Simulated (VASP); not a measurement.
Al3Co2, 20 atoms in the cell. The cell holds a disordered packing, 20 atoms: a = 6.894 Å, b = 6.331 Å, c = 6.432 Å, α = 89.06°, β = 92.31°, γ = 84.80°. 

| Quantity | Value |
| --- | --- |
| Program | VASP 6.6.1 |
| Task | single point |
| Functional | PBE |
| Potentials or basis | VASP PAW PBE potentials, release 64 (Al, Co) |
| Cutoff | 520 eV |
| k mesh | 4 × 4 × 4 |
| Occupations | fermi-dirac, width 0.1586 eV |
| Spin | no spin polarisation |
| Dipole correction | no |
| Further INCAR settings | LREAL = Auto; ALGO = Normal; EDIFF = 1e-06; NBANDS = 70 |

Potentials or basis: VASP PAW PBE potentials, release 64 (Al, Co).

The run is started by

```sh
$ cat potpaw_PBE.64/Al/POTCAR potpaw_PBE.64/Co/POTCAR > POTCAR
$ mpirun -np 1 vasp_std > vasp.out
```

Hardware: 1 thread of Intel Xeon 8259CL, with other jobs on the host.

Problem. How long does it take, and how much memory?

Solution. It took 40 min on 1 thread of Intel Xeon 8259CL (shared host), peak memory 0.61 GiB. Counts: scf iterations 25, k points 36.
